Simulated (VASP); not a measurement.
# Bi (P1) in VASP: notebook

The runs below take Bi through single point, with PBE.

Program: VASP 6.6.1. These are calculated values, not measurements. Logs are shortened: lines on timing, memory, paths and dates and some standing lists are left out, and cuts for length are marked.

## 1. The cell of the first run

The typed cell holds 8 atoms: a = 6.491 Å, b = 6.643 Å, c = 6.519 Å, α = 95.28°, β = 93.67°, γ = 84.33°.

## 2. Single point, PBE

Contents of INCAR:

```
ALGO = Normal
EDIFF = 1E-6
ENCUT = 520
GGA = PE
ISIF = 2
ISMEAR = -1
LASPH = True
LCHARG = False
LREAL = False
LWAVE = False
NBANDS = 70
NELM = 100
PREC = Accurate
SIGMA = 0.05
```

Contents of KPOINTS:

```
k-points
0
Gamma
  3 2 3
```

Contents of POSCAR:

```
Bi
1.0
   -0.5611470000     -5.2656250000     -3.7535950000
   -4.9035570000      2.4080070000     -3.7793550000
    4.8191770000      2.5491750000     -3.5743610000
Bi
8
Direct
    0.2975540163      0.2339474087      0.1943086956
    0.2748845852      0.7929727084      0.6764303397
    0.7832809526      0.2106025919      0.7378576405
    0.7232777064      0.7194720225      0.2086155349
    0.2341716009      0.2504861310      0.7393703764
    0.2590606168      0.7178846859      0.2464631544
    0.7124642786      0.3035798435      0.2843340801
    0.7865583355      0.7136375322      0.7998372267
```

Potentials or basis: VASP PAW PBE potentials, release 64 (Bi_d).

Command:

```console
cat potpaw_PBE.64/Bi_d/POTCAR > POTCAR
mpirun -np 1 vasp_std > vasp.out
```

OUTCAR:

```text
EDIFF = 1E-6
   ENCUT = 520
   GGA = PE
   ISIF = 2
   ISMEAR = -1
   LASPH = True
   LREAL = False
   NELM = 100
   PREC = Accurate

 ion  position               nearest neighbor table
   1  0.298  0.234  0.194-   7 2.79   5 2.98   6 3.19   6 3.51   5 3.59   7 3.86
   2  0.275  0.793  0.676-   6 2.80   5 3.02   8 3.37   8 3.42   5 3.70   6 3.80
   3  0.783  0.211  0.738-   5 2.96   7 3.07   8 3.33   8 3.36   5 3.55   7 3.61
   4  0.723  0.719  0.209-   8 2.72   7 2.86   6 3.04   6 3.47   8 3.85   7 3.86
   5  0.234  0.250  0.739-   3 2.96   1 2.98   2 3.02   3 3.55   1 3.59   2 3.70
   6  0.259  0.718  0.246-   2 2.80   4 3.04   1 3.19   4 3.47   1 3.51   2 3.80   7 3.84
   7  0.712  0.304  0.284-   1 2.79   4 2.86   3 3.07   3 3.61   6 3.84   1 3.86   4 3.86
   8  0.787  0.714  0.800-   4 2.72   3 3.33   3 3.36   2 3.37   2 3.42   4 3.85

  LATTYP: Found a triclinic cell.
 ALAT       =     8.8689296070
 B/A-ratio  =     0.7489976719
 C/A-ratio  =     1.0034960593
 COS(alpha) =     0.0046383815
 COS(beta)  =     0.5075510349
 COS(gamma) =     0.6813760771

  Lattice vectors:

 A1 = (   0.0843800000,  -4.9571820000,   7.3537160000)
 A2 = (   4.9035570000,  -2.4080070000,   3.7793550000)
 A3 = (  -4.2580300000,   2.7164500000,   7.3279560000)

Analysis of symmetry for initial positions (statically):
=====================================================================
 Subroutine PRICEL returns:
 Original cell was already a primitive cell.

 Routine SETGRP: Setting up the symmetry group for a
 triclinic supercell.

 Subroutine GETGRP returns: Found  1 space group operations
 (whereof  1 operations were pure point group operations)
 out of a pool of  2 trial point group operations.

The static configuration has the point symmetry C_1 .

Analysis of symmetry for dynamics (positions and initial velocities):
=====================================================================
 Subroutine PRICEL returns:
 Original cell was already a primitive cell.

 Routine SETGRP: Setting up the symmetry group for a
 triclinic supercell.

 Subroutine GETGRP returns: Found  1 space group operations
 (whereof  1 operations were pure point group operations)
 out of a pool of  2 trial point group operations.

The dynamic configuration has the point symmetry C_1 .

 Subroutine INISYM returns: Found  1 space group operations
 (whereof  1 operations are pure point group operations),
 and found     1 'primitive' translations

----------------------------------------------------------------------------------------

                                     Primitive cell

  volume of cell :     278.0985

  direct lattice vectors                    reciprocal lattice vectors
    -0.561147000 -5.265625000 -3.753595000     0.003693478 -0.128517264 -0.086676603
    -4.903557000  2.408007000 -3.779355000    -0.102085452  0.072258490 -0.086104432
     4.819177000  2.549175000 -3.574361000     0.104061493  0.058559075 -0.097704714

  length of vectors
     6.490852642  6.642807628  6.519111649     0.155058578  0.151844335  0.154286003

  position of ions in fractional coordinates (direct lattice)
     0.297554016  0.233947409  0.194308696
     0.274884585  0.792972708  0.676430340
     0.783280953  0.210602592  0.737857641
     0.723277706  0.719472022  0.208615535
     0.234171601  0.250486131  0.739370376
     0.259060617  0.717884686  0.246463154
     0.712464279  0.303579844  0.284334080
     0.786558335  0.713637532  0.799837227

  ion indices of the primitive-cell ions
   primitive index   ion index
                 1           1
                 2           2
                 3           3
                 4           4
                 5           5
                 6           6
                 7           7
                 8           8

----------------------------------------------------------------------------------------

 KPOINTS: k-points

Automatic generation of k-mesh.
 Grid dimensions read from file:
 generate k-points for:    3    2    3

 Generating k-lattice:

  Cartesian coordinates                     Fractional coordinates (reciprocal lattice)
     0.001231159 -0.042839088 -0.028892201     0.333333333 -0.000000000  0.000000000
    -0.051042726  0.036129245 -0.043052216    -0.000000000  0.500000000  0.000000000
     0.034687164  0.019519692 -0.032568238     0.000000000  0.000000000  0.333333333

  Length of vectors
     0.051686193  0.075922168  0.051428668

  Shift w.r.t. Gamma in fractional coordinates (k-lattice)
     0.000000000  0.000000000  0.000000000

 Subroutine IBZKPT returns following result:
 ===========================================

 Found     10 irreducible k-points:

 Following reciprocal coordinates:
            Coordinates               Weight
  0.000000  0.000000  0.000000      1.000000
  0.333333 -0.000000  0.000000      2.000000
 -0.000000  0.500000  0.000000      1.000000
  0.333333  0.500000  0.000000      2.000000
 -0.000000 -0.000000  0.333333      2.000000
  0.333333 -0.000000  0.333333      2.000000
 -0.333333 -0.000000  0.333333      2.000000
 -0.000000  0.500000  0.333333      2.000000
  0.333333  0.500000  0.333333      2.000000
 -0.333333  0.500000  0.333333      2.000000
   k-points           NKPTS =     10   k-points in BZ     NKDIM =     10   number of bands    NBANDS=     70
   number of dos      NEDOS =    301   number of ions     NIONS =      8
   total plane-waves  NPLWV = 115200
   dimension x,y,z NGX =    48 NGY =   50 NGZ =   48
   dimension x,y,z NGXF=    96 NGYF=  100 NGZF=   96
   ions per type =               8
   NGX,Y,Z   is equivalent  to a cutoff of  12.29, 12.51, 12.24 a.u.
   NGXF,Y,Z  is equivalent  to a cutoff of  24.59, 25.03, 24.48 a.u.
 SYSTEM =  unknown system
   PREC   = accura    normal or accurate (medium, high low for compatibility)
   ISTART =      0    job   : 0-new  1-cont  2-samecut
   ICHARG =      2    charge: 1-file 2-atom 10-const
   ISPIN  =      1    spin polarized calculation?
   LNONCOLLINEAR =      F non collinear calculations
   LSORBIT =      F    spin-orbit coupling
   LASPH  =      T    aspherical Exc in radial PAW
   ENCUT  =  520.0 eV  38.22 Ry    6.18 a.u.  12.07 12.35 12.12*2*pi/ulx,y,z
   NELM   =    100;   NELMIN=  2; NELMDL= -5     # of ELM steps
   EDIFF  = 0.1E-05   stopping-criterion for ELM
   LREAL  =      F    real-space projection
   EDIFFG = 0.1E-04   stopping-criterion for IOM
   NSW    =      0    number of steps for IOM
   IBRION =     -1    ionic relax: 0-MD 1-quasi-New 2-CG
   NFREE  =      0    steps in history (QN), initial steepest desc. (CG)
   ISIF   =      2    stress and relaxation
   ISYM   =      2    0-nonsym 1-usesym 2-fastsym
   POTIM  = 0.5000    time-step for ionic-motion
   TEBEG  =    0.0;   TEEND  =   0.0 temperature during run
   PSTRESS=    0.0 pullay stress
   NELECT =     120.0000    total number of electrons
   NUPDOWN=      -1.0000    fix difference up-down
   EMIN   =  10.00;   EMAX   =-10.00  energy-range for DOS
   EFERMI =   0.00;   METHOD = LEGACY
   ISMEAR =    -1;   SIGMA  =   0.05  broadening in eV -4-tet -1-fermi 0-gaus
   EFERMI_NEDOS =   21; number of points for ismear=-14 and -15
   IALGO  =     38    algorithm
   IMIX   =      4    mixing-type and parameters
     AMIX     =   0.40;   BMIX     =  1.00
     AMIX_MAG =   1.60;   BMIX_MAG =  1.00
  volume/ion in A,a.u.               =      34.76       234.59
  Fermi-wavevector in a.u.,A,eV,Ry     =   1.237093  2.337767 20.822343  1.530399
  Thomas-Fermi vector in A             =   2.371674
   LORBIT       =      0    0 simple, 1 ext, 2 COOP (PROOUT), +10 PAW based schemes
   GGA     = PE    functional components
   LHFCALC =     F    Hartree Fock is set to
   AEXX    =    0.0000 exact exchange contribution
   IVDW    =     0    specifies the selected vdW correction
   LEPSILON=     F    determine dielectric tensor
   LRPA    =     F    only Hartree local field effects (RPA)
 non-spin polarized calculation
  energy-cutoff  :      520.00
  volume of cell :      278.10
 maximum number of plane-waves:      7509
   NGX = 25   NGY = 25   NGZ = 25

 number of electron     119.9999991 magnetization

 Free energy of the ion-electron system (eV)
  ---------------------------------------------------
  ext. energy  EPLUGINS =         0.00000000
  ---------------------------------------------------
  free energy    TOTEN  =       -28.72630485 eV

  energy without entropy =      -28.69459978  energy(sigma->0) =      -28.71045231

 E-fermi :   6.4741     XC(G=0):  -9.5547

 val. band max:        6.4648156010   @ k =   0.3333   0.5000   0.3333
 cond. band min:       6.4984423422   @ k =  -0.0000   0.5000   0.0000
 fundamental gap:      0.0336267412
 Fermi energy:         6.4741419227

 k-point     1 :       0.0000    0.0000    0.0000
  band No.  band energies     occupation
      1     -16.6596      2.00000
      2     -16.6352      2.00000
      3     -16.5792      2.00000
      4     -16.5507      2.00000
      5     -16.5292      2.00000
      6     -16.4430      2.00000
[... 62 lines left out ...]
     69      11.3072      0.00000
     70      11.5519      0.00000

 k-point     2 :       0.3333   -0.0000    0.0000
  band No.  band energies     occupation
      1     -16.6535      2.00000
      2     -16.6340      2.00000
      3     -16.5613      2.00000
      4     -16.5267      2.00000
      5     -16.5173      2.00000
      6     -16.4481      2.00000
[... 62 lines left out ...]
     69      10.9265      0.00000
     70      11.2032      0.00000

 k-point     3 :      -0.0000    0.5000    0.0000
  band No.  band energies     occupation
      1     -16.6558      2.00000
      2     -16.6262      2.00000
      3     -16.5721      2.00000
      4     -16.5512      2.00000
      5     -16.5045      2.00000
      6     -16.4577      2.00000
[... 62 lines left out ...]
     69      11.1480      0.00000
     70      11.3171      0.00000

 k-point     4 :       0.3333    0.5000    0.0000
  band No.  band energies     occupation
      1     -16.6497      2.00000
      2     -16.6238      2.00000
      3     -16.5580      2.00000
      4     -16.5195      2.00000
      5     -16.5010      2.00000
      6     -16.4565      2.00000
[... 62 lines left out ...]
     69      10.2388      0.00000
     70      10.7235      0.00000

 k-point     5 :      -0.0000   -0.0000    0.3333
  band No.  band energies     occupation
      1     -16.6447      2.00000
      2     -16.6265      2.00000
      3     -16.5743      2.00000
      4     -16.5489      2.00000
      5     -16.5112      2.00000
      6     -16.4578      2.00000
[... 62 lines left out ...]
     69      10.3966      0.00000
     70      10.8747      0.00000

 k-point     6 :       0.3333   -0.0000    0.3333
  band No.  band energies     occupation
      1     -16.6403      2.00000
      2     -16.6210      2.00000
      3     -16.5568      2.00000
      4     -16.5252      2.00000
      5     -16.4971      2.00000
      6     -16.4580      2.00000
[... 62 lines left out ...]
     69      10.0493      0.00000
     70      10.3418      0.00000

 k-point     7 :      -0.3333   -0.0000    0.3333
  band No.  band energies     occupation
      1     -16.6407      2.00000
      2     -16.6216      2.00000
      3     -16.5580      2.00000
      4     -16.5237      2.00000
      5     -16.5050      2.00000
      6     -16.4427      2.00000
[... 62 lines left out ...]
     69       9.8532      0.00000
     70      10.1941      0.00000

 k-point     8 :      -0.0000    0.5000    0.3333
  band No.  band energies     occupation
      1     -16.6396      2.00000
      2     -16.6192      2.00000
      3     -16.5615      2.00000
      4     -16.5467      2.00000
      5     -16.5005      2.00000
      6     -16.4557      2.00000
[... 62 lines left out ...]
     69      10.1071      0.00000
     70      10.4680      0.00000

 k-point     9 :       0.3333    0.5000    0.3333
  band No.  band energies     occupation
      1     -16.6331      2.00000
      2     -16.6144      2.00000
      3     -16.5490      2.00000
      4     -16.5148      2.00000
      5     -16.4899      2.00000
      6     -16.4540      2.00000
[... 62 lines left out ...]
     69       8.9680      0.00000
     70       9.2768      0.00000

 k-point    10 :      -0.3333    0.5000    0.3333
  band No.  band energies     occupation
      1     -16.6349      2.00000
      2     -16.6133      2.00000
      3     -16.5508      2.00000
      4     -16.5168      2.00000
      5     -16.4924      2.00000
      6     -16.4411      2.00000
[... 62 lines left out ...]
     69       9.0314      0.00000
     70       9.1094      0.00000

------------------------ aborting loop because EDIFF is reached ----------------------------------------

  FORCE on cell =-STRESS in cart. coord.  units (eV):
  Direction    XX          YY          ZZ          XY          YZ          ZX
  --------------------------------------------------------------------------------------
  -------------------------------------------------------------------------------------
  Total       13.4515045      6.9200684     11.5592290     -0.2833034     -4.0076241      0.4569377
  in kB       77.4966153     39.8677991     66.5948647     -1.6321633    -23.0886668      2.6325027
  external PRESSURE =      61.3197597 kB  Pullay stress =       0.0000000 kB

 VOLUME and BASIS-vectors are now :
 -----------------------------------------------------------------------------
  energy-cutoff  :      520.00
  volume of cell :      278.10
      direct lattice vectors                 reciprocal lattice vectors
    -0.561147000 -5.265625000 -3.753595000     0.003693478 -0.128517264 -0.086676603
    -4.903557000  2.408007000 -3.779355000    -0.102085452  0.072258490 -0.086104432
     4.819177000  2.549175000 -3.574361000     0.104061493  0.058559075 -0.097704714

 POSITION                                       TOTAL-FORCE (eV/Angst)
 -----------------------------------------------------------------------------------
     -0.37774     -0.50813     -2.69560         0.729280      1.367797      0.998590
     -0.78280      2.18638     -6.44654         1.513437      0.106797     -0.760390
      2.08363     -1.73640     -6.37343         0.070214      0.630842      0.028801
     -2.92848     -1.54422     -6.17970         0.208694      1.427450     -2.447134
      2.20348      1.25490     -4.46844        -0.706536     -0.289418     -0.146900
     -2.47781      0.99283     -4.56650        -1.038101      0.101860      1.061734
     -0.51816     -2.29573     -4.83795         1.022120     -2.247100     -0.137488
     -0.08618     -0.38435     -8.50842        -1.799109     -1.098227      1.402787
 -----------------------------------------------------------------------------------
    total drift:                                0.000348      0.001313      0.000369

  FREE ENERGIE OF THE ION-ELECTRON SYSTEM (eV)
  ---------------------------------------------------
  free  energy   TOTEN  =       -28.7263048466 eV

  energy  without entropy=      -28.6945997766  energy(sigma->0) =      -28.71045231
```

Run time: 5.2 min. Hardware: 1 thread of Intel Xeon 8259CL, shared host; peak memory 0.4 GiB.

What came out:

```yaml
Free_energy: -28.7263 eV
Pressure: 6.1 GPa
Largest_force: 2.841 eV/Å
Band_gap_on_the_k_mesh: zero (bands 60 and 61 overlap by 0.12 eV)
```

Forces in eV/Å, atoms in the order of the input:
```
Bi   0.729  1.368  0.999
Bi   1.513  0.107 -0.760
Bi   0.070  0.631  0.029
Bi   0.209  1.427 -2.447
Bi  -0.707 -0.289 -0.147
Bi  -1.038  0.102  1.062
Bi   1.022 -2.247 -0.137
Bi  -1.799 -1.098  1.403
```

Stress tensor (GPa, compression positive):
```
 7.75 -0.16  0.26
-0.16  3.99 -2.31
 0.26 -2.31  6.66
```

Levels at points of the mesh, in eV from the Fermi level:
```
           k point  band 57  band 58  band 59  band 60  band 61  band 62  band 63  band 64
(0.00, 0.00, 0.00)    -2.20    -1.93    -0.92    -0.41     1.16     1.58     2.15     2.47
(0.00, 0.50, 0.00)    -1.50    -1.42    -0.54     0.02     0.23     0.40     1.64     1.87
```

Caveat: the k points lie up to 0.48 Å⁻¹ apart; spin-orbit coupling is left out, which moves the levels of the heavy elements; forces of over 1 eV/Å act on the atoms, so gaps and moduli don't describe the material at rest.

(Continued in part 2 of 2.)

The gap in the log of VASP goes by the Fermi energy; the results here count the filled bands.